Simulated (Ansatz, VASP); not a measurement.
**N in VASP and in Ansatz**

```
CELL_PARAMETERS angstrom
9.00000 0.00000 0.00000
0.00000 9.50000 0.00000
0.00000 0.00000 10.00000
ATOMIC_POSITIONS crystal
N 0.50000 0.50000 0.44490
N 0.50000 0.50000 0.55510
```

Alike in both runs: functional PBE; k mesh 1 × 1 × 1; occupations fermi-dirac, width 0.02 eV; no spin polarisation.

Ansatz relaxed the structure, and its values are those at the end. VASP's run is a single point on that final structure, the one shown.

```csv
,VASP,Ansatz
version,VASP 6.6.1,Ansatz 0.2.0
potentials or method,"VASP PAW PBE potentials, release 64 (N), cutoff 520 eV","plane waves, PAW"
valence electrons in the cell,10,10
```

```csv
,VASP,Ansatz,Ansatz less VASP
rms of the force components (eV/Å),1.012,0.001,-1.0112
```

One of these differences is far larger than is usual between the two programs; its cause wasn't traced. Ansatz's warnings: stress scf threshold loose.

Noted on VASP's run: the standard files for N, O and F lose accuracy on very short bonds.
